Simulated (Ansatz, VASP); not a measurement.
# One calculation of CO, two programs

```
O C
1.0
     8.86210    0.00000    0.00000
     0.00000    8.86210    0.00000
     0.00000    0.00000    8.86210
O C
12 12
Direct
  0.60334 0.15991 0.93584
  0.79810 0.96472 0.56062
  0.90099 0.54474 0.21280
  0.83975 0.63178 0.79110
  0.37517 0.04255 0.61404
  0.17538 0.33730 0.74026
  0.08011 0.17288 0.29600
  0.32190 0.87040 0.94872
  0.64475 0.24932 0.35920
  0.46136 0.60764 0.50836
  0.42814 0.48021 0.03300
  0.66626 0.89957 0.22008
  0.64554 0.23236 0.83883
  0.88534 0.04855 0.60296
  0.86370 0.45016 0.13469
  0.95573 0.68589 0.78469
  0.27618 0.96951 0.57840
  0.14620 0.39264 0.62841
  0.15716 0.18085 0.19363
  0.20901 0.87899 0.00913
  0.51729 0.25767 0.34932
  0.41604 0.66799 0.40472
  0.30404 0.49992 0.05865
  0.69002 0.84061 0.10873
```

Alike in both runs: functional PBE; dispersion D3(BJ); k mesh 1 × 1 × 1; occupations fermi-dirac, width 0.05 eV; no spin polarisation.

Ansatz relaxed the structure, and its values are those at the end. VASP's run is a single point on that final structure, the one shown.

|  | VASP | Ansatz |
| --- | --- | --- |
| version | VASP 6.6.1 | Ansatz 0.2.0 |
| potentials or method | VASP PAW PBE potentials, release 64 (O, C), cutoff 520 eV | scalar-relativistic, plane waves, PAW |
| valence electrons in the cell | 120 | 120 |

|  | VASP | Ansatz | Ansatz less VASP |
| --- | --- | --- | --- |
| rms of the force components (eV/Å) | 0.480 | 0.073 | -0.4072 |

One of these differences is far larger than is usual between the two programs; its cause wasn't traced.

Noted on VASP's run: the standard files for N, O and F lose accuracy on very short bonds.
